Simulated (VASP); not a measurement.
# GaP (F-43m) in VASP: single point with r2SCAN

Aim: the single point of GaP with r2SCAN.

Everything below comes from runs of VASP 6.6.1. Logs are shortened: lines on timing, memory, paths and dates and some standing lists are left out, and cuts for length are marked.

**Experimental background.**

From “Stacking defects in GaP nanowires: Electronic structure and optical properties”, 2018, arxiv:1810.01194, for a bulk crystal of GaP at 10 K: band gap 2.34 eV (indirect).

The results are compared with them further down.

## 1. The cell of the first run

Symmetry: F-43m, No. 216, cubic system. Conventional cell: a = 5.451 Å, b = 5.451 Å, c = 5.451 Å, α = 90.00°, β = 90.00°, γ = 90.00°. Within 3.1 Å of Ga (site symmetry -43m) lie 4 P at 2.36 Å. P (site symmetry -43m) has 4 Ga at 2.36 Å within 3.1 Å.

## 2. Single point, r2SCAN

POSCAR

```
GaP
1.0
    0.0000000000      2.7252500000      2.7252500000
    2.7252500000      0.0000000000      2.7252500000
    2.7252500000      2.7252500000      0.0000000000
Ga P
1 1
Direct
    0.0000000000      0.0000000000      0.0000000000
    0.7500000000      0.7500000000      0.7500000000
```

INCAR.step1

```
ALGO = Normal
EDIFF = 1E-5
ENCUT = 550
GGA = PE
GGA_COMPAT = F
ISMEAR = 0
ISYM = -1
LASPH = T
LCHARG = F
LREAL = F
LWAVE = T
NBANDS = 16
NELM = 120
PREC = Accurate
SIGMA = 0.01
```

INCAR.step2

```
ALGO = Normal
EDIFF = 1E-6
ENCUT = 550
GGA_COMPAT = F
ISIF = 2
ISMEAR = 0
ISTART = 1
ISYM = -1
LASPH = T
LCHARG = F
LMIXTAU = T
LREAL = F
LWAVE = F
METAGGA = R2SCAN
NBANDS = 16
NELM = 120
PREC = Accurate
SIGMA = 0.01
```

KPOINTS

```
explicit points
256
Reciprocal
  0.06250000   0.06250000   0.06250000 2
  0.06250000   0.06250000   0.18750000 2
  0.06250000   0.06250000   0.31250000 2
  0.06250000   0.06250000   0.43750000 2
  0.06250000   0.06250000   0.56250000 2
  0.06250000   0.06250000   0.68750000 2
[... 248 lines left out ...]
  0.43750000   0.93750000   0.81250000 2
  0.43750000   0.93750000   0.93750000 2
```

Potentials or basis: VASP PAW PBE potentials, release 64 (Ga_d, P).

Command:

```
cat potpaw_PBE.64/Ga_d/POTCAR potpaw_PBE.64/P/POTCAR > POTCAR
cp INCAR.step1 INCAR
mpirun -np 1 vasp_std > vasp.out
cp INCAR.step2 INCAR
mpirun -np 1 vasp_std > vasp.out
```

OUTCAR:

```text
EDIFF = 1E-6
   ENCUT = 550
   ISIF = 2
   ISMEAR = 0
   ISTART = 1
   ISYM = -1
   LASPH = T
   LREAL = F
   METAGGA = R2SCAN
   NELM = 120
   PREC = Accurate

 ion  position               nearest neighbor table
   1  0.000  0.000  0.000-   2 2.36   2 2.36   2 2.36   2 2.36
   2  0.750  0.750  0.750-   1 2.36   1 2.36   1 2.36   1 2.36

IMPORTANT INFORMATION: All symmetrisations will be switched off!
NOSYMM: (Re-)initialisation of all symmetry stuff for point group C_1.

----------------------------------------------------------------------------------------

                                     Primitive cell

  volume of cell :      40.4808

  direct lattice vectors                    reciprocal lattice vectors
     0.000000000  2.725250000  2.725250000    -0.183469406  0.183469406  0.183469406
     2.725250000  0.000000000  2.725250000     0.183469406 -0.183469406  0.183469406
     2.725250000  2.725250000  0.000000000     0.183469406  0.183469406 -0.183469406

  length of vectors
     3.854085511  3.854085511  3.854085511     0.317778334  0.317778334  0.317778334

  position of ions in fractional coordinates (direct lattice)
     0.000000000  0.000000000  0.000000000
     0.750000000  0.750000000  0.750000000

  ion indices of the primitive-cell ions
   primitive index   ion index
                 1           1
                 2           2

----------------------------------------------------------------------------------------

 KPOINTS: explicit points

Read explicit list of k-points.

 Found    256 k-points:

 Following reciprocal coordinates:
            Coordinates               Weight
  0.062500  0.062500  0.062500      0.003906
  0.062500  0.062500  0.187500      0.003906
  0.062500  0.062500  0.312500      0.003906
  0.062500  0.062500  0.437500      0.003906
  0.062500  0.062500  0.562500      0.003906
  0.062500  0.062500  0.687500      0.003906
[... 16 lines left out ...]
  0.062500  0.312500  0.812500      0.003906
  0.062500  0.312500  0.937500      0.003906
 [... further k-points ...]
   k-points           NKPTS =    256   k-points in BZ     NKDIM =    256   number of bands    NBANDS=     16
   number of dos      NEDOS =    301   number of ions     NIONS =      2
   total plane-waves  NPLWV =  27000
   dimension x,y,z NGX =    30 NGY =   30 NGZ =   30
   dimension x,y,z NGXF=    60 NGYF=   60 NGZF=   60
   ions per type =               1   1
   NGX,Y,Z   is equivalent  to a cutoff of  12.94, 12.94, 12.94 a.u.
   NGXF,Y,Z  is equivalent  to a cutoff of  25.88, 25.88, 25.88 a.u.
 SYSTEM =  unknown system
   PREC   = accura    normal or accurate (medium, high low for compatibility)
   ISTART =      1    job   : 0-new  1-cont  2-samecut
   ICHARG =      0    charge: 1-file 2-atom 10-const
   ISPIN  =      1    spin polarized calculation?
   LNONCOLLINEAR =      F non collinear calculations
   LSORBIT =      F    spin-orbit coupling
   LASPH  =      T    aspherical Exc in radial PAW
   ENCUT  =  550.0 eV  40.42 Ry    6.36 a.u.   7.37  7.37  7.37*2*pi/ulx,y,z
   NELM   =    120;   NELMIN=  2; NELMDL=  0     # of ELM steps
   EDIFF  = 0.1E-05   stopping-criterion for ELM
   LREAL  =      F    real-space projection
   EDIFFG = 0.1E-04   stopping-criterion for IOM
   NSW    =      0    number of steps for IOM
   IBRION =     -1    ionic relax: 0-MD 1-quasi-New 2-CG
   NFREE  =      0    steps in history (QN), initial steepest desc. (CG)
   ISIF   =      2    stress and relaxation
   ISYM   =     -1    0-nonsym 1-usesym 2-fastsym
   POTIM  = 0.5000    time-step for ionic-motion
   TEBEG  =    0.0;   TEEND  =   0.0 temperature during run
   PSTRESS=    0.0 pullay stress
   NELECT =      18.0000    total number of electrons
   NUPDOWN=      -1.0000    fix difference up-down
   EMIN   =  10.00;   EMAX   =-10.00  energy-range for DOS
   EFERMI =   0.00;   METHOD = LEGACY
   ISMEAR =     0;   SIGMA  =   0.01  broadening in eV -4-tet -1-fermi 0-gaus
   EFERMI_NEDOS =   21; number of points for ismear=-14 and -15
   IALGO  =     38    algorithm
   IMIX   =      4    mixing-type and parameters
     AMIX     =   0.40;   BMIX     =  1.00
     AMIX_MAG =   1.60;   BMIX_MAG =  1.00
  volume/ion in A,a.u.               =      20.24       136.59
  Fermi-wavevector in a.u.,A,eV,Ry     =   1.249538  2.361284 21.243377  1.561344
  Thomas-Fermi vector in A             =   2.383574
   LORBIT       =      0    0 simple, 1 ext, 2 COOP (PROOUT), +10 PAW based schemes
   METAGGA = R2SCAN    functional components
   LHFCALC =     F    Hartree Fock is set to
   AEXX    =    0.0000 exact exchange contribution
   IVDW    =     0    specifies the selected vdW correction
   LEPSILON=     F    determine dielectric tensor
   LRPA    =     F    only Hartree local field effects (RPA)
 non-spin polarized calculation
 Gauss-broadening in eV      SIGMA  =   0.01
  energy-cutoff  :      550.00
  volume of cell :       40.48
 maximum number of plane-waves:      1212
 NGX is ok and might be reduce to    30
   NGX = 15   NGY = 15   NGZ = 15

 number of electron      17.9999989 magnetization

 Free energy of the ion-electron system (eV)
  ---------------------------------------------------
  ext. energy  EPLUGINS =         0.00000000
  ---------------------------------------------------
  free energy    TOTEN  =       -21.46495170 eV

  energy without entropy =      -21.46495170  energy(sigma->0) =      -21.46495170

 E-fermi :   4.5023     XC(G=0): -10.5493

 val. band max:        4.3947697324   @ k =   0.0625   0.0625   0.0625
 cond. band min:       6.4578732073   @ k =   0.4375   0.4375   0.9375
 fundamental gap:      2.0631034749
 Fermi energy:         4.5022764817

 k-point     1 :       0.0625    0.0625    0.0625
  band No.  band energies     occupation
      1     -10.5316      2.00000
      2     -10.5256      2.00000
      3     -10.5256      2.00000
      4     -10.4134      2.00000
      5     -10.4134      2.00000
      6      -8.5066      2.00000
[... 8 lines left out ...]
     15      14.5111      0.00000
     16      14.5111      0.00000
[... 419 lines left out ...]
 k-point    24 :       0.0625    0.3125    0.9375
  band No.  band energies     occupation
      1     -10.6000      2.00000
      2     -10.5035      2.00000
      3     -10.5003      2.00000
      4     -10.4166      2.00000
      5     -10.4064      2.00000
      6      -7.2103      2.00000
[... 8 lines left out ...]
     15      15.5148      0.00000
     16      16.0280      0.00000

 [... further k-points ...]

------------------------ aborting loop because EDIFF is reached ----------------------------------------

  FORCE on cell =-STRESS in cart. coord.  units (eV):
  Direction    XX          YY          ZZ          XY          YZ          ZX
  --------------------------------------------------------------------------------------
  -------------------------------------------------------------------------------------
  Total       -0.0052019     -0.0052015     -0.0052025     -0.0028896     -0.0028886     -0.0028896
  in kB       -0.2058847     -0.2058690     -0.2059076     -0.1143662     -0.1143261     -0.1143666
  external PRESSURE =      -0.2058871 kB  Pullay stress =       0.0000000 kB

 VOLUME and BASIS-vectors are now :
 -----------------------------------------------------------------------------
  energy-cutoff  :      550.00
  volume of cell :       40.48
      direct lattice vectors                 reciprocal lattice vectors
     0.000000000  2.725250000  2.725250000    -0.183469406  0.183469406  0.183469406
     2.725250000  0.000000000  2.725250000     0.183469406 -0.183469406  0.183469406
     2.725250000  2.725250000  0.000000000     0.183469406  0.183469406 -0.183469406

 POSITION                                       TOTAL-FORCE (eV/Angst)
 -----------------------------------------------------------------------------------
      0.00000      0.00000      0.00000         0.000254      0.000254      0.000254
      4.08788      4.08788      4.08788        -0.000254     -0.000254     -0.000254
 -----------------------------------------------------------------------------------
    total drift:                                0.000007      0.000006      0.000007

  FREE ENERGIE OF THE ION-ELECTRON SYSTEM (eV)
  ---------------------------------------------------
  free  energy   TOTEN  =       -21.4649516975 eV

  energy  without entropy=      -21.4649516975  energy(sigma->0) =      -21.46495170
```

OUTCAR.step1:

```text
EDIFF = 1E-5
   ENCUT = 550
   GGA = PE
   ISMEAR = 0
   ISYM = -1
[... 622 lines left out ...]
 -----------------------------------------------------------------------------------
      0.00000      0.00000      0.00000         0.000432      0.000435      0.000439
      4.08788      4.08788      4.08788        -0.000432     -0.000435     -0.000439
 -----------------------------------------------------------------------------------
    total drift:                               -0.000000     -0.000001      0.000003

  FREE ENERGIE OF THE ION-ELECTRON SYSTEM (eV)
  ---------------------------------------------------
  free  energy   TOTEN  =        -9.1185157749 eV

  energy  without entropy=       -9.1185157749  energy(sigma->0) =       -9.11851577
```

OSZICAR.step1:

```text
N       E                     dE             d eps       ncg     rms          rms(c)
DAV:   1     0.831645088328E+02    0.83165E+02   -0.92498E+03  8552   0.168E+03
DAV:   2    -0.291085075654E+01   -0.86075E+02   -0.81775E+02  9464   0.319E+02
DAV:   3    -0.928104347131E+01   -0.63702E+01   -0.63480E+01 10128   0.665E+01
DAV:   4    -0.938504262146E+01   -0.10400E+00   -0.10397E+00 10520   0.920E+00
DAV:   5    -0.938702195894E+01   -0.19793E-02   -0.19793E-02 10352   0.113E+00    0.425E+00
DAV:   6    -0.914474441253E+01    0.24228E+00   -0.37748E-01 12968   0.105E+01    0.281E+00
DAV:   7    -0.911769283225E+01    0.27052E-01   -0.94641E-02 10832   0.207E+00    0.112E+00
DAV:   8    -0.911797832754E+01   -0.28550E-03   -0.13243E-02  9672   0.139E+00    0.198E-01
DAV:   9    -0.911837635480E+01   -0.39803E-03   -0.13152E-03 10592   0.498E-01    0.800E-02
DAV:  10    -0.911844617906E+01   -0.69824E-04   -0.11086E-04 12848   0.116E-01    0.389E-02
DAV:  11    -0.911851610549E+01   -0.69926E-04   -0.94631E-05  9688   0.795E-02    0.497E-03
DAV:  12    -0.911851577495E+01    0.33054E-06   -0.23609E-06  7880   0.207E-02
   1 F= -.91185158E+01 E0= -.91185158E+01  d E =-.285921E-15
```

Run time: 5.1 min. Hardware: 1 thread of Intel Xeon 6975P-C (Granite Rapids), shared host; peak memory 0.31 GiB.

What came out:

```yaml
Free_energy: -21.4650 eV
Pressure: 0.0 GPa
Band_gap_on_the_k_mesh: 2.06 eV (least direct gap 2.73 eV)
```

Caveat: the PAW data sets were made with another functional, which shifts forces and pressure a little; a shifted mesh leaves out Γ, where band edges can lie.

## 3. Against experiment

Step 2. Measured gap of GaP: 2.34 eV (indirect; 10 K; quoted in “Stacking defects in GaP nanowires: Electronic structure and optical properties”, 2018, arxiv:1810.01194). This calculation gives 2.06 eV (-0.28 eV). Spin-orbit coupling on Ga is left out. The value is that of r2SCAN on a finite k mesh, which can miss the band edges, without temperature or zero-point motion.
